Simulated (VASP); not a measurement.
The system is TaTl3Ag3.

```
Ta Tl Ag
1.0
     4.80244    0.00000    0.00000
    -2.40122    4.15903    0.00000
     0.00000    0.00000   10.81926
Ta Tl Ag
1 3 3
Direct
  0.00000 0.00000 0.00000
  0.00000 0.00000 0.22491
  0.00000 0.00000 0.77509
  0.00000 0.00000 0.50000
  0.50000 0.00000 0.50000
  0.00000 0.50000 0.50000
  0.50000 0.50000 0.50000
```

The cell was generated, and may not be a known phase.

```yaml
Program: VASP 6.6.1
Task: relaxation of cell and atoms
Functional: PBE
Potentials_or_basis: VASP PAW PBE potentials, release 64 (Ta_sv_GW, Tl_d, Ag_sv_GW)
Cutoff: 630 eV
k_mesh: 4 × 4 × 2
Occupations: gaussian, width 0.2 eV
Spin: no spin polarisation
```

At the start: pressure 28.5 GPa; volume 30.87 Å³/atom.

Problem. How do energy, volume and symmetry change on relaxing?

Solution. Over 7 steps the energy falls by 964.8 meV/atom and the volume is 44.62 Å³/atom (+44.6 %); space group P6/mmm (No. 191, to 0.1 Å) before and after.

Step by step:
| step | energy change (eV) | largest force (eV/Å) | pressure (GPa) | volume (Å³) |
| --- | --- | --- | --- | --- |
| 1 | 0.0000 | 3.2115 | 28.53 | 216.10 |
| 2 | -5.2784 | 0.0695 | -2.69 | 434.41 |
| 3 | -6.6871 | 0.6300 | -0.05 | 317.01 |
| 4 | -6.6869 | 0.6049 | -0.21 | 319.28 |
| 5 | -6.7158 | 0.4017 | -0.23 | 318.29 |
| 6 | -6.7398 | 0.0285 | -0.21 | 316.33 |
| 7 | -6.7538 | 0.0036 | 0.01 | 312.37 |

Final structure:
```
Ta Tl Ag
1.0
     5.61187    0.00000    0.00000
    -2.80593    4.86002    0.00000
     0.00000    0.00000   11.45318
Ta Tl Ag
1 3 3
Cartesian
  0.0000 0.0000 0.0000
  0.0000 0.0000 2.7686
  0.0000 0.0000 8.6845
  0.0000 0.0000 5.7266
  2.8059 0.0000 5.7266
  -1.4030 2.4300 5.7266
  1.4030 2.4300 5.7266
```

Caveat: the k points lie up to 0.32 Å⁻¹ apart in the final cell, too coarse for converged energies and pressures of a metal; the volume moved by over 15 % at a fixed basis, so the end points are rough.
